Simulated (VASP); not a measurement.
Here is a VASP 6.6.1 calculation.

INCAR

```
ALGO = Normal ; EDIFF = 1E-6
ENCUT = 1300 ; GGA = PS
GGA_COMPAT = F ; ISIF = 2
ISMEAR = -1 ; LASPH = T
LCHARG = F ; LREAL = F
LWAVE = F ; NBANDS = 16
NELM = 120 ; PREC = Accurate
SIGMA = 0.05
```

The input KPOINTS:

```
k-points
0
Gamma
  11 11 10
```

Contents of POSCAR:

```
WC
1.0
    2.9305217505      0.0000000000      0.0000000000
   -1.4652608753      2.5379034227      0.0000000000
    0.0000000000      0.0000000000      2.8600440384
W C
1 1
Direct
    0.0000000000      0.0000000000      0.0000000000
    0.6666666667      0.3333333333      0.5000000000
```

Potentials or basis: VASP PAW PBE potentials, release 64 (W_sv, C_h).

The run is started by

```sh
$ cat potpaw_PBE.64/W_sv/POTCAR potpaw_PBE.64/C_h/POTCAR > POTCAR
$ mpirun -np 1 vasp_std > vasp.out
```

**Question.** Predict the pressure.

**Answer.** -11.6 GPa.

**Question.** Estimate the band gap on the k mesh.

**Answer.** Zero (bands 9 and 10 overlap by 1.23 eV).

Stress tensor (GPa, compression positive):
```
-10.93   0.00   0.00
  0.00 -10.93   0.00
  0.00   0.00 -13.04
```

Caveat: the cell stands under tension; the PAW data sets were made with another functional, which shifts forces and pressure a little; spin-orbit coupling is left out, which moves the levels of the heavy elements.
